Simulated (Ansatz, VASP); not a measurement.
## Ru in VASP and in Ansatz

The input INCAR:

```
  PREC = Accurate
  ENCUT = 500
  EDIFF = 1E-6
  ISMEAR = -1
  SIGMA = 0.08
  LREAL = False
  LASPH = True
  NELM = 120
  ALGO = Normal
  ISIF = 2
  LWAVE = False
  LCHARG = True
  GGA = PE
  LELF = True
  LVHAR = True
  NBANDS = 13
  GGA_COMPAT = False
```

KPOINTS

```
regular mesh
0
Gamma
  18 18 18
```

Contents of POSCAR:

```
Ru
1.0
   -1.4407980154      1.4407980154      1.4407980154
    1.4407980154     -1.4407980154      1.4407980154
    1.4407980154      1.4407980154     -1.4407980154
Ru
1
Direct
    0.0000000000      0.0000000000      0.0000000000
```

Input for Ansatz:

```yaml
crystal:
  lattice:
    - [-1.4407980154, 1.4407980154, 1.4407980154]
    - [1.4407980154, -1.4407980154, 1.4407980154]
    - [1.4407980154, 1.4407980154, -1.4407980154]
  atoms:
    - { symbol: Ru, position: [0.0, 0.0, 0.0] }
kpoints:
  mp_grid: { grid: [18, 18, 18] }
scf:
  occupations: { method: fermi_dirac, width: 0.08 }
hamiltonian:
  xc: pbe
  pseudopotentials: { kind: nc }
output:
  forces: true
  stress: true
  eigenvalues: true
```

Change from the starting cell: volume scaled by 0.84, norm-conserving files.

Alike in both runs: task single point; functional PBE; k mesh 18 × 18 × 18; occupations fermi-dirac, width 0.08 eV; no spin polarisation.

```csv
,VASP,Ansatz
version,VASP 6.6.1,Ansatz 0.2.0
potentials or method,"VASP PAW PBE potentials, release 64 (Ru_pv)",scalar-relativistic
plane-wave cutoff (eV),500,1143
valence electrons in the cell,14,16
```

|  | VASP | Ansatz | Ansatz less VASP |
| --- | --- | --- | --- |
| pressure (GPa) | 74.0 | 73.6 | -0.41 |

Both programs put the cell under a high pressure, so it lies far from rest at this level. The functional is the same, so the differences come from potentials, cutoffs and numerics. VASP's potentials hold 14 valence electrons a cell and Ansatz's 16, so a difference there can come from the potentials and not from the codes.

Noted on VASP's run: the cell as given lies far from equilibrium.
